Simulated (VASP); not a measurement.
# CdSe (F-43m) in VASP: a series of runs

Aim: see how the results for CdSe move with the level of theory and the settings. Levels: PBEsol, LDA, r2SCAN. Tasks: electric field gradients.

Everything below comes from runs of VASP 6.6.1. Logs are shortened: lines on timing, memory, paths and dates and some standing lists are left out, and cuts for length are marked.

### Step 1. The cell of the first run

It takes space group F-43m (No. 216, cubic). Conventional cell: a = 6.141 Å, b = 6.141 Å, c = 6.141 Å, α = 90.00°, β = 90.00°, γ = 90.00°. Cd (site symmetry -43m) has 4 Se at 2.66 Å within 3.5 Å. Se (site symmetry -43m) has 4 Cd at 2.66 Å within 3.5 Å.

### Step 2. Electric field gradients, PBEsol

INCAR

```
SYSTEM = CdSe
  PREC = Accurate
  ENCUT = 520
  EDIFF = 1E-8
  ISMEAR = -1
  SIGMA = 0.03
  LREAL = .False.
  LASPH = .True.
  NELM = 100
  ALGO = Normal
  ISIF = 2
  LWAVE = .False.
  LCHARG = .False.
  GGA = PS
  LEFG = .True.
  NBANDS = 16
```

KPOINTS

```
regular mesh
0
Gamma
  8 8 8
  0 0 0
```

POSCAR

```
CdSe
1.0
    0.0000000000      3.0702711986      3.0702711986
    3.0702711986      0.0000000000      3.0702711986
    3.0702711986      3.0702711986      0.0000000000
Cd Se
1 1
Direct
    0.0000000000      0.0000000000      0.0000000000
    0.2500000000      0.2500000000      0.2500000000
```

Potentials or basis: VASP PAW PBE potentials, release 64 (Cd, Se).

Run with:

```bash
> cat potpaw_PBE.64/Cd/POTCAR potpaw_PBE.64/Se/POTCAR > POTCAR
> mpirun -np 1 vasp_std > vasp.out
```

OUTCAR:

```text
SYSTEM = CdSe
   PREC = Accurate
   ENCUT = 520
   EDIFF = 1E-8
   ISMEAR = -1
   LREAL = .False.
   LASPH = .True.
   NELM = 100
   ISIF = 2
   GGA = PS

 ion  position               nearest neighbor table
   1  0.000  0.000  0.000-   2 2.66   2 2.66   2 2.66   2 2.66
   2  0.250  0.250  0.250-   1 2.66   1 2.66   1 2.66   1 2.66

  LATTYP: Found a face centered cubic cell.
 ALAT       =     6.1405423972

  Lattice vectors:

 A1 = (   0.0000000000,   3.0702711986,   3.0702711986)
 A2 = (   3.0702711986,   0.0000000000,   3.0702711986)
 A3 = (   3.0702711986,   3.0702711986,   0.0000000000)

Analysis of symmetry for initial positions (statically):
=====================================================================
 Subroutine PRICEL returns:
 Original cell was already a primitive cell.

 Routine SETGRP: Setting up the symmetry group for a
 face centered cubic supercell.

 Subroutine GETGRP returns: Found 24 space group operations
 (whereof 24 operations were pure point group operations)
 out of a pool of 48 trial point group operations.

The static configuration has the point symmetry T_d .

Analysis of symmetry for dynamics (positions and initial velocities):
=====================================================================
 Subroutine PRICEL returns:
 Original cell was already a primitive cell.

 Routine SETGRP: Setting up the symmetry group for a
 face centered cubic supercell.

 Subroutine GETGRP returns: Found 24 space group operations
 (whereof 24 operations were pure point group operations)
 out of a pool of 48 trial point group operations.

The dynamic configuration has the point symmetry T_d .

 Subroutine INISYM returns: Found 24 space group operations
 (whereof 24 operations are pure point group operations),
 and found     1 'primitive' translations

----------------------------------------------------------------------------------------

                                     Primitive cell

  volume of cell :      57.8842

  direct lattice vectors                    reciprocal lattice vectors
     0.000000000  3.070271199  3.070271199    -0.162852063  0.162852063  0.162852063
     3.070271199  0.000000000  3.070271199     0.162852063 -0.162852063  0.162852063
     3.070271199  3.070271199  0.000000000     0.162852063  0.162852063 -0.162852063

  length of vectors
     4.342019169  4.342019169  4.342019169     0.282068048  0.282068048  0.282068048

  position of ions in fractional coordinates (direct lattice)
     0.000000000  0.000000000  0.000000000
     0.250000000  0.250000000  0.250000000

  ion indices of the primitive-cell ions
   primitive index   ion index
                 1           1
                 2           2

----------------------------------------------------------------------------------------

 KPOINTS: regular mesh

Automatic generation of k-mesh.
 Grid dimensions read from file:
 generate k-points for:    8    8    8

 Generating k-lattice:

  Cartesian coordinates                     Fractional coordinates (reciprocal lattice)
    -0.020356508  0.020356508  0.020356508     0.125000000  0.000000000  0.000000000
     0.020356508 -0.020356508  0.020356508     0.000000000  0.125000000  0.000000000
     0.020356508  0.020356508 -0.020356508     0.000000000  0.000000000  0.125000000

  Length of vectors
     0.035258506  0.035258506  0.035258506

  Shift w.r.t. Gamma in fractional coordinates (k-lattice)
     0.000000000  0.000000000  0.000000000

 Subroutine IBZKPT returns following result:
 ===========================================

 Found     29 irreducible k-points:

 Following reciprocal coordinates:
            Coordinates               Weight
  0.000000  0.000000  0.000000      1.000000
  0.125000  0.000000  0.000000      8.000000
  0.250000  0.000000  0.000000      8.000000
  0.375000  0.000000  0.000000      8.000000
  0.500000  0.000000  0.000000      4.000000
  0.125000  0.125000  0.000000      6.000000
[... 16 lines left out ...]
  0.500000  0.250000  0.125000     48.000000
 -0.375000  0.250000  0.125000     24.000000
 [... further k-points ...]
   k-points           NKPTS =     29   k-points in BZ     NKDIM =     29   number of bands    NBANDS=     16
   number of dos      NEDOS =    301   number of ions     NIONS =      2
   total plane-waves  NPLWV =  32768
   dimension x,y,z NGX =    32 NGY =   32 NGZ =   32
   dimension x,y,z NGXF=    64 NGYF=   64 NGZF=   64
   ions per type =               1   1
   NGX,Y,Z   is equivalent  to a cutoff of  12.25, 12.25, 12.25 a.u.
   NGXF,Y,Z  is equivalent  to a cutoff of  24.50, 24.50, 24.50 a.u.
 SYSTEM =  CdSe
   PREC   = accura    normal or accurate (medium, high low for compatibility)
   ISTART =      0    job   : 0-new  1-cont  2-samecut
   ICHARG =      2    charge: 1-file 2-atom 10-const
   ISPIN  =      1    spin polarized calculation?
   LNONCOLLINEAR =      F non collinear calculations
   LSORBIT =      F    spin-orbit coupling
   LASPH  =      T    aspherical Exc in radial PAW
   ENCUT  =  520.0 eV  38.22 Ry    6.18 a.u.   8.07  8.07  8.07*2*pi/ulx,y,z
   NELM   =    100;   NELMIN=  2; NELMDL= -5     # of ELM steps
   EDIFF  = 0.1E-07   stopping-criterion for ELM
   LREAL  =      F    real-space projection
   EDIFFG = 0.1E-06   stopping-criterion for IOM
   NSW    =      0    number of steps for IOM
   IBRION =     -1    ionic relax: 0-MD 1-quasi-New 2-CG
   NFREE  =      0    steps in history (QN), initial steepest desc. (CG)
   ISIF   =      2    stress and relaxation
   ISYM   =      2    0-nonsym 1-usesym 2-fastsym
   POTIM  = 0.5000    time-step for ionic-motion
   TEBEG  =    0.0;   TEEND  =   0.0 temperature during run
   PSTRESS=    0.0 pullay stress
   NELECT =      18.0000    total number of electrons
   NUPDOWN=      -1.0000    fix difference up-down
   EMIN   =  10.00;   EMAX   =-10.00  energy-range for DOS
   EFERMI =   0.00;   METHOD = LEGACY
   ISMEAR =    -1;   SIGMA  =   0.03  broadening in eV -4-tet -1-fermi 0-gaus
   EFERMI_NEDOS =   21; number of points for ismear=-14 and -15
   IALGO  =     38    algorithm
   IMIX   =      4    mixing-type and parameters
     AMIX     =   0.40;   BMIX     =  1.00
     AMIX_MAG =   1.60;   BMIX_MAG =  1.00
  volume/ion in A,a.u.               =      28.94       195.31
  Fermi-wavevector in a.u.,A,eV,Ry     =   1.109121  2.095935 16.737199  1.230149
  Thomas-Fermi vector in A             =   2.245657
   LORBIT       =      0    0 simple, 1 ext, 2 COOP (PROOUT), +10 PAW based schemes
   GGA     = PS    functional components
   LHFCALC =     F    Hartree Fock is set to
   AEXX    =    0.0000 exact exchange contribution
   IVDW    =     0    specifies the selected vdW correction
   LEPSILON=     F    determine dielectric tensor
   LRPA    =     F    only Hartree local field effects (RPA)
 non-spin polarized calculation
  energy-cutoff  :      520.00
  volume of cell :       57.88
 maximum number of plane-waves:      1588
   NGX = 17   NGY = 17   NGZ = 17

 number of electron      18.0000008 magnetization

 Free energy of the ion-electron system (eV)
  ---------------------------------------------------
  ext. energy  EPLUGINS =         0.00000000
  ---------------------------------------------------
  free energy    TOTEN  =        -6.17290243 eV

  energy without entropy =       -6.17289951  energy(sigma->0) =       -6.17290097

 E-fermi :   0.8207     XC(G=0):  -8.9693

 val. band max:        0.5895253657   @ k =   0.0000   0.0000   0.0000
 cond. band min:       1.0158467387   @ k =   0.0000   0.0000   0.0000
 fundamental gap:      0.4263213730
 Fermi energy:         0.8207334893

 k-point     1 :       0.0000    0.0000    0.0000
  band No.  band energies     occupation
      1     -11.8769      2.00000
      2      -7.2291      2.00000
      3      -7.2291      2.00000
      4      -7.2291      2.00000
      5      -6.8780      2.00000
      6      -6.8780      2.00000
[... 8 lines left out ...]
     15      11.5878      0.00000
     16      11.5878      0.00000

 k-point     2 :       0.1250    0.0000    0.0000
  band No.  band energies     occupation
      1     -11.8258      2.00000
      2      -7.2129      2.00000
      3      -7.2129      2.00000
      4      -7.1834      2.00000
      5      -6.8789      2.00000
      6      -6.8789      2.00000
[... 8 lines left out ...]
     15      10.8017      0.00000
     16      10.8076      0.00000

 k-point     3 :       0.2500    0.0000    0.0000
  band No.  band energies     occupation
      1     -11.7009      2.00000
      2      -7.1777      2.00000
      3      -7.1777      2.00000
      4      -7.0292      2.00000
      5      -6.8761      2.00000
      6      -6.8761      2.00000
[... 8 lines left out ...]
     15      10.5524      0.00000
     16      10.5524      0.00000

 k-point     4 :       0.3750    0.0000    0.0000
  band No.  band energies     occupation
      1     -11.5744      2.00000
      2      -7.1498      2.00000
      3      -7.1498      2.00000
      4      -6.8643      2.00000
      5      -6.8643      2.00000
      6      -6.7715      2.00000
[... 8 lines left out ...]
     15      11.4103      0.00000
     16      11.4103      0.00000

 k-point     5 :       0.5000    0.0000    0.0000
  band No.  band energies     occupation
      1     -11.5217      2.00000
      2      -7.1409      2.00000
      3      -7.1409      2.00000
      4      -6.8561      2.00000
      5      -6.8561      2.00000
      6      -6.6060      2.00000
[... 8 lines left out ...]
     15      12.5686      0.00000
     16      12.5686      0.00000

 k-point     6 :       0.1250    0.1250    0.0000
  band No.  band energies     occupation
      1     -11.8088      2.00000
      2      -7.1973      2.00000
      3      -7.1973      2.00000
      4      -7.1889      2.00000
      5      -6.8886      2.00000
      6      -6.8700      2.00000
[... 8 lines left out ...]
     15      11.2866      0.00000
     16      11.7233      0.00000
[... 267 lines left out ...]
 k-point    21 :       0.5000    0.5000    0.0000
  band No.  band energies     occupation
      1     -11.4098      2.00000
      2      -7.0475      2.00000
      3      -6.9848      2.00000
      4      -6.9848      2.00000
      5      -6.8231      2.00000
      6      -6.5466      2.00000
[... 8 lines left out ...]
     15      12.9247      0.00000
     16      13.7021      0.00000

 k-point    22 :       0.3750    0.2500    0.1250
  band No.  band energies     occupation
      1     -11.6085      2.00000
      2      -7.1388      2.00000
      3      -7.1207      2.00000
      4      -6.9799      2.00000
      5      -6.8700      2.00000
      6      -6.8349      2.00000
[... 8 lines left out ...]
     15      11.9684      0.00000
     16      13.0407      0.00000

 k-point    23 :       0.5000    0.2500    0.1250
  band No.  band energies     occupation
      1     -11.5080      2.00000
      2      -7.1121      2.00000
      3      -7.0955      2.00000
      4      -6.9204      2.00000
      5      -6.8575      2.00000
      6      -6.6567      2.00000
[... 8 lines left out ...]
     15      12.2595      0.00000
     16      12.9869      0.00000

 k-point    24 :      -0.3750    0.2500    0.1250
  band No.  band energies     occupation
      1     -11.4665      2.00000
      2      -7.1072      2.00000
      3      -7.0840      2.00000
      4      -6.8965      2.00000
      5      -6.8628      2.00000
      6      -6.5249      2.00000
[... 8 lines left out ...]
     15      12.0671      0.00000
     16      13.0185      0.00000

 [... further k-points ...]

------------------------ aborting loop because EDIFF is reached ----------------------------------------

  FORCE on cell =-STRESS in cart. coord.  units (eV):
  Direction    XX          YY          ZZ          XY          YZ          ZX
  --------------------------------------------------------------------------------------
  -------------------------------------------------------------------------------------
  Total       -0.4003632     -0.4003632     -0.4003632      0.0000000      0.0000000      0.0000000
  in kB      -11.0816533    -11.0816533    -11.0816533      0.0000000      0.0000000      0.0000000
  external PRESSURE =     -11.0816533 kB  Pullay stress =       0.0000000 kB

 VOLUME and BASIS-vectors are now :
 -----------------------------------------------------------------------------
  energy-cutoff  :      520.00
  volume of cell :       57.88
      direct lattice vectors                 reciprocal lattice vectors
     0.000000000  3.070271199  3.070271199    -0.162852063  0.162852063  0.162852063
     3.070271199  0.000000000  3.070271199     0.162852063 -0.162852063  0.162852063
     3.070271199  3.070271199  0.000000000     0.162852063  0.162852063 -0.162852063

 POSITION                                       TOTAL-FORCE (eV/Angst)
 -----------------------------------------------------------------------------------
      0.00000      0.00000      0.00000         0.000000      0.000000      0.000000
      1.53514      1.53514      1.53514        -0.000000     -0.000000     -0.000000
 -----------------------------------------------------------------------------------
    total drift:                               -0.000000     -0.000000     -0.000000

  FREE ENERGIE OF THE ION-ELECTRON SYSTEM (eV)
  ---------------------------------------------------
  free  energy   TOTEN  =        -6.1729024256 eV

  energy  without entropy=       -6.1728995116  energy(sigma->0) =       -6.17290097

 Electric field gradients (V/A^2)
---------------------------------------------------------------------
 ion       V_xx      V_yy      V_zz      V_xy      V_xz      V_yz
---------------------------------------------------------------------
   1       0.000    -0.000     0.000    -0.002    -0.002    -0.002
   2       0.000     0.000     0.000     0.000     0.000     0.000
---------------------------------------------------------------------

 Electric field gradients after diagonalization (V/A^2)
 (convention: |V_zz| > |V_xx| > |V_yy|)
----------------------------------------------------------------------
 ion       V_xx      V_yy      V_zz     asymmetry (V_yy - V_xx)/ V_zz
----------------------------------------------------------------------
   1       0.002     0.002    -0.004       0.000
   2      -0.000    -0.000     0.001       0.000
----------------------------------------------------------------------

           NMR quadrupolar parameters

 Cq : quadrupolar parameter    Cq=e*Q*V_zz/h
 eta: asymmetry parameters     (V_yy - V_xx)/ V_zz
 Q  : nuclear electric quadrupole moment in mb (millibarn)
----------------------------------------------------------------------
 ion       Cq(MHz)       eta       Q (mb)
----------------------------------------------------------------------
   1      -0.000       0.000       1.000
   2       0.000       0.000       1.000
----------------------------------------------------------------------
```

Wall time 20 s (1 thread of Intel Xeon Platinum 8259CL at 2.50GHz (Skylake/Cascade Lake), shared host); peak memory 0.19 GiB.

Results:

* Free energy: -6.1729 eV
* Pressure: -1.1 GPa
* Band gap on the k mesh: 0.43 eV
* Largest electric field gradient by atom: under 0.05 V/Å² on every atom

Levels at points of the mesh, in eV from the valence-band top:
```
           k point  band 5  band 6  band 7  band 8  band 9  band 10  band 11  band 12  band 13  band 14
(0.00, 0.00, 0.00)   -7.47   -7.47    0.00    0.00    0.00     0.43     5.85     5.85     5.85     9.48
(0.50, 0.00, 0.00)   -7.45   -7.20   -4.28   -0.72   -0.72     2.25     6.35     6.35     7.20     9.79
(0.50, 0.50, 0.00)   -7.41   -7.14   -4.00   -1.78   -1.78     3.05     3.65     8.85     9.96     9.96
```

Caveat: semilocal functionals underestimate gaps, and a narrow one can read as zero; the PAW data sets were made with another functional, which shifts forces and pressure a little.

### Step 3. Electric field gradients, LDA (30.10 Å³/atom)

This run uses another cell than the first one, of 30.10 Å³/atom.

INCAR

```
PREC = Accurate
ENCUT = 520
EDIFF = 1E-8
ISMEAR = -1
SIGMA = 0.03
LREAL = False
LASPH = True
NELM = 60
ALGO = Normal
ISIF = 2
LWAVE = False
LCHARG = False
LEFG = True
NBANDS = 16
```

KPOINTS

```
Automatic mesh
0
Gamma
  8 8 8
```

POSCAR

```
CdSe
1.0
    0.0000000000      3.1106741371      3.1106741371
    3.1106741371      0.0000000000      3.1106741371
    3.1106741371      3.1106741371      0.0000000000
Cd Se
1 1
Direct
    0.0000000000      0.0000000000      0.0000000000
    0.2500000000      0.2500000000      0.2500000000
```

Potentials or basis: VASP PAW LDA potentials, release 64 (Cd, Se).

Run with:

```bash
> cat potpaw_LDA.64/Cd/POTCAR potpaw_LDA.64/Se/POTCAR > POTCAR
> mpirun -np 1 vasp_std > vasp.out
```

OUTCAR:

```text
PREC = Accurate
   ENCUT = 520
   EDIFF = 1E-8
   ISMEAR = -1
   LREAL = False
   LASPH = True
   NELM = 60
   ISIF = 2

 ion  position               nearest neighbor table
   1  0.000  0.000  0.000-   2 2.69   2 2.69   2 2.69   2 2.69
   2  0.250  0.250  0.250-   1 2.69   1 2.69   1 2.69   1 2.69

  LATTYP: Found a face centered cubic cell.
 ALAT       =     6.2213482742

  Lattice vectors:

 A1 = (   0.0000000000,   3.1106741371,   3.1106741371)
 A2 = (   3.1106741371,   0.0000000000,   3.1106741371)
 A3 = (   3.1106741371,   3.1106741371,   0.0000000000)

Analysis of symmetry for initial positions (statically):
[... 669 lines left out ...]

 Electric field gradients (V/A^2)
---------------------------------------------------------------------
 ion       V_xx      V_yy      V_zz      V_xy      V_xz      V_yz
---------------------------------------------------------------------
   1      -0.000    -0.000    -0.000    -0.002    -0.002    -0.002
   2      -0.000     0.000     0.000    -0.000    -0.000    -0.000
---------------------------------------------------------------------

 Electric field gradients after diagonalization (V/A^2)
 (convention: |V_zz| > |V_xx| > |V_yy|)
----------------------------------------------------------------------
 ion       V_xx      V_yy      V_zz     asymmetry (V_yy - V_xx)/ V_zz
----------------------------------------------------------------------
   1       0.002     0.002    -0.003       0.000
   2       0.000     0.000    -0.001       0.000
----------------------------------------------------------------------

           NMR quadrupolar parameters

 Cq : quadrupolar parameter    Cq=e*Q*V_zz/h
 eta: asymmetry parameters     (V_yy - V_xx)/ V_zz
 Q  : nuclear electric quadrupole moment in mb (millibarn)
----------------------------------------------------------------------
 ion       Cq(MHz)       eta       Q (mb)
----------------------------------------------------------------------
   1      -0.000       0.000       1.000
   2      -0.000       0.000       1.000
----------------------------------------------------------------------
```

stdout:

```text
POSCAR found type information on POSCAR CdSe
 POSCAR found :  2 types and       2 ions
 scaLAPACK will be used
 LDA part: xc-table for (Slater(with rela. corr.)+CA(PZ))
 , standard interpolation
 POSCAR, INCAR and KPOINTS ok, starting setup
 FFT: planning ... GRIDC
 FFT: planning ... GRID_SOFT
 FFT: planning ... GRID
 WAVECAR not read
 entering main loop
ion   1

ion   2
```

It took 24 s on 1 thread of Intel Xeon Platinum 8259CL at 2.50GHz (Skylake/Cascade Lake), shared host; peak memory 0.18 GiB.

Results:

- Free energy: -6.6782 eV
- Pressure: -4.4 GPa
- Band gap on the k mesh: 0.23 eV
- Largest electric field gradient by atom: under 0.05 V/Å² on every atom

Caveat: the cell stands under tension; semilocal functionals underestimate gaps, and a narrow one can read as zero.

(Continued in part 2 of 2.)
